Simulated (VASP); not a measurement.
Write the native input for VASP 6.6.1 that does the following.

- Task: single point
- Functional: BLYP
- Dispersion: D3(BJ)
- Potentials or basis: VASP PAW PBE potentials, release 64 (Ta_pv)
- Cutoff: 520 eV
- k mesh: 11 × 11 × 11
- Occupations: fermi-dirac, width 0.05 eV
- Spin: no spin polarisation
- Dipole correction: no
- Further INCAR settings: ALGO = Normal; EDIFF = 1e-07; NBANDS = 12

The structure of Ta lies in POSCAR:

```
Ta
1.0
   -1.6339631409      1.6339631409      1.6339631409
    1.6339631409     -1.6339631409      1.6339631409
    1.6339631409      1.6339631409     -1.6339631409
Ta
1
Direct
    0.0000000000      0.0000000000      0.0000000000
```

The input as run:

INCAR

```
PREC = Accurate
ENCUT = 520
EDIFF = 1E-7
ISMEAR = -1
SIGMA = 0.05
LREAL = False
LASPH = True
NELM = 80
ALGO = Normal
ISIF = 2
LWAVE = False
LCHARG = False
GGA = B5
ALDAX = 1.0
AGGAX = 1.0
AGGAC = 1.0
ALDAC = 0.0
IVDW = 12
VDW_S6 = 1.0
VDW_S8 = 2.6996
VDW_A1 = 0.4298
VDW_A2 = 4.2359
NBANDS = 12
```

KPOINTS

```
regular mesh
0
Gamma
  11 11 11
```

Potentials or basis: VASP PAW PBE potentials, release 64 (Ta_pv).

The run is started by

```console
$ cat potpaw_PBE.64/Ta_pv/POTCAR > POTCAR
$ mpirun -np 1 vasp_std > vasp.out
```

It gave:

- Pressure: 1.3 GPa
- Dispersion energy per atom: -1.694 eV

Caveat: the PAW data sets were made with another functional, which shifts forces and pressure a little; pairwise dispersion overbinds metals, which lowers pressure and volume.

Run time: 18 s on 1 thread of Intel Xeon 8259CL (shared host), peak memory 0.15 GiB.
